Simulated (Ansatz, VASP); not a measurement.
SnSe in VASP and in Ansatz

```
Sn Se
1.0
     4.21934    0.00000    0.00000
     0.00000    4.21934    0.00000
     0.00000    0.00000    5.99302
Sn Se
2 2
Direct
  0.50000 0.00000 0.25009
  0.00000 0.50000 0.74991
  0.50000 0.00000 0.74990
  0.00000 0.50000 0.25010
```

Alike in both runs: task single point; functional r2SCAN; k mesh 6 × 6 × 4; no spin polarisation.

```csv
,VASP,Ansatz
version,VASP 6.6.1,Ansatz 0.2.0
potentials or method,"VASP PAW PBE potentials, release 64 (Sn_d, Se)","plane waves, PAW"
plane-wave cutoff (eV),520,500
occupations,"gaussian, width 0.01 eV",fixed
valence electrons in the cell,40,60
```

|  | VASP | Ansatz | Ansatz less VASP |
| --- | --- | --- | --- |
| gap on the k mesh at the Fermi level (eV) | 0.56 | 0.56 | 0.000 |
| pressure (GPa) | 0.9 | 0.9 | -0.01 |

VASP's potentials were made for PBE, not for r2SCAN. VASP's potentials hold 40 valence electrons a cell and Ansatz's 60, so a difference there can come from the potentials and not from the codes.
